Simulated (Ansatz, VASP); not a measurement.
# One calculation of SnO, two programs

```
Sn O
1.0
     3.35500    0.00000    0.00000
     0.00000    5.67410    0.00000
     0.00000    0.00000    4.22197
Sn O
2 2
Direct
  0.09484 0.28799 0.45985
  0.50000 0.76809 0.01314
  0.00000 0.89125 0.73686
  0.50000 0.10875 0.23686
```

Alike in both runs: task single point; functional LDA; k mesh 8 × 6 × 6; occupations gaussian, width 0.05 eV; no spin polarisation.

|  | VASP | Ansatz |
| --- | --- | --- |
| version | VASP 6.6.1 | Ansatz 0.2.0 |
| potentials or method | VASP PAW LDA potentials, release 64 (Sn_d, O), cutoff 520 eV | scalar-relativistic, plane waves, PAW |
| valence electrons in the cell | 40 | 40 |

```tsv
	VASP	Ansatz	Ansatz less VASP
gap on the k mesh at the Fermi level (eV)	1.08	1.10	+0.020
least direct gap on the mesh (eV)	1.74	1.77	+0.023
pressure (GPa)	-6.9	-7.1	-0.20
traceless stress, the component that is largest in VASP (GPa)	-3.78	-3.66	+0.128
rms of the force components (eV/Å)	0.928	0.928	0.0000
```

LDA's correlation is that of Perdew and Zunger in VASP and of Perdew and Wang (1992) in Ansatz. Atom by atom the forces differ by 0.046 eV/Å (rms over components).
